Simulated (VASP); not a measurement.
A run of VASP 6.6.1 is set up as follows.

File INCAR:

```
  PREC = Accurate
  ENCUT = 520
  EDIFF = 1E-7
  ISMEAR = 0
  SIGMA = 0.1
  LREAL = False
  LASPH = True
  NELM = 80
  ALGO = Normal
  ISIF = 2
  LWAVE = False
  LCHARG = False
  GGA = PE
  NBANDS = 29
```

Contents of KPOINTS:

```
regular mesh
0
Gamma
  18 18 6
```

POSCAR

```
SnCl
1.0
    3.5011957977     -0.0000000029      0.0000000000
   -1.7505978963      3.0321245059      0.0000000000
    0.0000000000      0.0000000000     10.1974568513
Sn Cl
2 2
Direct
    0.3333333333      0.6666666667      0.3117077797
    0.6666666667      0.3333333333      0.8117077797
    0.3333333333      0.6666666667      0.0632932203
    0.6666666667      0.3333333333      0.5632932203
```

Potentials or basis: VASP PAW PBE potentials, release 64 (Sn_d, Cl).

The run is started by

```console
$ cat potpaw_PBE.64/Sn_d/POTCAR potpaw_PBE.64/Cl/POTCAR > POTCAR
$ mpirun -np 1 vasp_std > vasp.out
```

Q: Estimate the largest force.

A: 0.005 eV/Å.

Q: Predict the pressure.

A: 0.0 GPa.

Q: What does it give for the band gap on the k mesh?

A: Zero (bands 21 and 22 overlap by 4.22 eV).

Forces in eV/Å, atoms in the order of the input:
```
Sn   0.000  0.000 -0.005
Sn   0.000  0.000 -0.005
Cl   0.000  0.000  0.005
Cl   0.000  0.000  0.005
```

Caveat: spin-orbit coupling is left out, which moves the levels of the heavy elements.
